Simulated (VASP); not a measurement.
A run of VASP 6.6.1 is set up as follows.

File INCAR:

```
SYSTEM = CaScC4N4
PREC = Accurate
ENCUT = 520
EDIFF = 1E-6
ISMEAR = 0
SIGMA = 0.1
LREAL = .FALSE.
LASPH = .TRUE.
NELM = 80
ALGO = Normal
ISIF = 2
LWAVE = .FALSE.
LCHARG = .FALSE.
GGA = PE
NBANDS = 40
```

Contents of KPOINTS:

```
regular mesh
0
G
  2 2 4
  0 0 0
```

File POSCAR:

```
CaScC4N4
1.0
    8.2699468277      0.0000000000      0.0000000000
    0.0000000000      8.2699468277      0.0000000000
    0.0000000000      0.0000000000      4.2190875122
Ca Sc C N
1 1 4 4
Direct
    0.0000000000      0.0000000000      0.0000000000
    0.5000000000      0.5000000000      0.0000000000
    0.2136434254      0.7863565746      0.0000000000
    0.7863565746      0.2136434254      0.0000000000
    0.2136434254      0.2136434254      0.0000000000
    0.7863565746      0.7863565746      0.0000000000
    0.3138734041      0.6861265959      0.0000000000
    0.6861265959      0.3138734041      0.0000000000
    0.3138734041      0.3138734041      0.0000000000
    0.6861265959      0.6861265959      0.0000000000
```

Potentials or basis: VASP PAW PBE potentials, release 64 (Ca_sv, Sc_sv, C, N).

Command:

```bash
$ cat potpaw_PBE.64/Ca_sv/POTCAR potpaw_PBE.64/Sc_sv/POTCAR potpaw_PBE.64/C/POTCAR potpaw_PBE.64/N/POTCAR > POTCAR
$ mpirun -np 1 vasp_std > vasp.out
```

Problem. What does it give for the band gap on the k mesh?

Solution. Zero (an odd number of electrons rules out a gap without spin polarisation).

Problem. Estimate the pressure.

Solution. 0.3 GPa.

Problem. Estimate the largest force.

Solution. 0.371 eV/Å.

Forces on the atoms (eV/Å):
```
Ca   0.000  0.000  0.000
Sc   0.000  0.000  0.000
C   -0.262  0.262  0.000
C    0.262 -0.262  0.000
C   -0.262 -0.262  0.000
C    0.262  0.262  0.000
N    0.248 -0.248  0.000
N   -0.248  0.248  0.000
N    0.248  0.248  0.000
N   -0.248 -0.248  0.000
```

Caveat: the k points lie up to 0.38 Å⁻¹ apart, too coarse for converged energies and pressures of a metal; an odd number of electrons without spin polarisation forces a metal; a magnetic or distorted state may lie lower.
